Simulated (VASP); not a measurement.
A run of VASP 6.6.1 is set up as follows.

The input INCAR:

```
SYSTEM = Al2GaP2
  PREC = Accurate
  ENCUT = 520
  EDIFF = 1E-7
  ISMEAR = 0
  SIGMA = 0.1
  LREAL = .False.
  LASPH = .True.
  NELM = 100
  ALGO = Normal
  ISIF = 2
  LWAVE = .False.
  LCHARG = .True.
  GGA = PE
  LELF = .True.
  LVHAR = .True.
  NBANDS = 22
```

File KPOINTS:

```
regular mesh
0
Gamma
  12 12 4
  0 0 0
```

POSCAR

```
Al2GaP2
1.0
    3.3734783756      0.0000000000      0.0000000000
    0.0000000000      3.3734783756      0.0000000000
    0.0000000000      0.0000000000      8.7851192369
Al Ga P
2 1 2
Direct
    0.0000000000      0.0000000000      0.3978071723
    0.5000000000      0.5000000000      0.0637359021
    0.5000000000      0.5000000000      0.5318035874
    0.0000000000      0.0000000000      0.1320570105
    0.5000000000      0.5000000000      0.7944168377
```

Potentials or basis: VASP PAW PBE potentials, release 64 (Al, Ga_d, P).

Run with:

```bash
$ cat potpaw_PBE.64/Al/POTCAR potpaw_PBE.64/Ga_d/POTCAR potpaw_PBE.64/P/POTCAR > POTCAR
$ mpirun -np 1 vasp_std > vasp.out
```

**Question.** Predict the pressure.

**Answer.** 0.0 GPa.

**Question.** Predict the largest force.

**Answer.** 0.015 eV/Å.

Forces in eV/Å, atoms in the order of the input:
```
Al   0.000  0.000 -0.015
Al   0.000  0.000 -0.005
Ga   0.000  0.000  0.002
P    0.000  0.000  0.012
P    0.000  0.000  0.006
```
